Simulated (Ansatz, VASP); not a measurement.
**GaP: VASP beside Ansatz**

```
Ga P
1.0
     2.71926    2.71926    0.00000
    -2.71926    2.71926    0.00000
     0.00000    2.71926    2.71926
Ga P
1 1
Direct
  0.00000 0.00000 0.00000
  0.75000 0.25000 0.50000
```

Alike in both runs: functional PBEsol; k mesh 12 × 12 × 12; occupations fermi-dirac, width 0.05 eV; no spin polarisation.

Ansatz relaxed the structure, and its values are those at the end. VASP's run is a single point on that final structure, the one shown.

```csv
,VASP,Ansatz
version,VASP 6.6.1,Ansatz 0.2.0
potentials or method,"VASP PAW PBE potentials, release 64 (Ga_d, P)","PAW with Ansatz's default frozen-core files, scalar-relativistic"
plane-wave cutoff (eV),520,420
valence electrons in the cell,18,18
```

```tsv
	VASP	Ansatz	Ansatz less VASP
pressure (GPa)	-0.1	0.0	+0.09
```

VASP's potentials were made for PBE, not for PBEsol.
